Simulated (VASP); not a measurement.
Set up this calculation in VASP 6.6.1, as the native input.

| Item | Value |
| --- | --- |
| Task | single point |
| Functional | PBE |
| Potentials or basis | VASP PAW PBE potentials, release 64 (Gd, N) |
| Cutoff | 600 eV |
| k mesh | 8 × 8 × 8 |
| Occupations | gaussian, width 0.05 eV |
| Spin | collinear spin, ferromagnetic start |
| Starting moments | [7.55, 0.0] μB |
| Dipole correction | no |
| Further INCAR settings | ALGO = Normal; EDIFF = 1e-06; NBANDS = 22 |

The structure of GdN lies in POSCAR:

```
GdN
1.0
    0.0000000000      2.4919410796      2.4919410796
    2.4919410796      0.0000000000      2.4919410796
    2.4919410796      2.4919410796      0.0000000000
Gd N
1 1
Direct
    0.0000000000      0.0000000000      0.0000000000
    0.5000000000      0.5000000000      0.5000000000
```

The input as run:

INCAR

```
  ALGO = Normal
  EDIFF = 1E-6
  ENCUT = 600
  GGA = PE
  GGA_COMPAT = False
  ISIF = 2
  ISMEAR = 0
  ISPIN = 2
  LASPH = True
  LCHARG = True
  LELF = True
  LMAXMIX = 6
  LORBIT = 11
  LREAL = False
  LVHAR = True
  LWAVE = False
  MAGMOM = 7.55 0
  NBANDS = 22
  NELM = 200
  PREC = Accurate
  SIGMA = 0.05
```

KPOINTS

```
k-points
0
Gamma
  8 8 8
```

Potentials or basis: VASP PAW PBE potentials, release 64 (Gd, N).

Run with:

```bash
$ cat potpaw_PBE.64/Gd/POTCAR potpaw_PBE.64/N/POTCAR > POTCAR
$ mpirun -np 1 vasp_std > vasp.out
```

It gave:

| Property | Result |
| --- | --- |
| Pressure | -0.2 GPa |
| Band gap on the k mesh | zero (filled and empty bands overlap) |
| Net moment | 7.00 μB per cell |
| Site moments | Gd +6.81; N -0.09 μB |
| Valence electrons inside the program's atomic spheres | Gd 15.23; N 3.62 |

Caveat: spin-orbit coupling is left out, which moves the levels of the heavy elements; a cell with one magnetic atom can't hold antiferromagnetic order, which such compounds often take; semilocal functionals describe open f shells poorly, which spoils levels, moments and volumes.

Run time: 3.2 min on 1 thread of Oxide Virtual Turin-like Processor (shared host), peak memory 0.18 GiB.
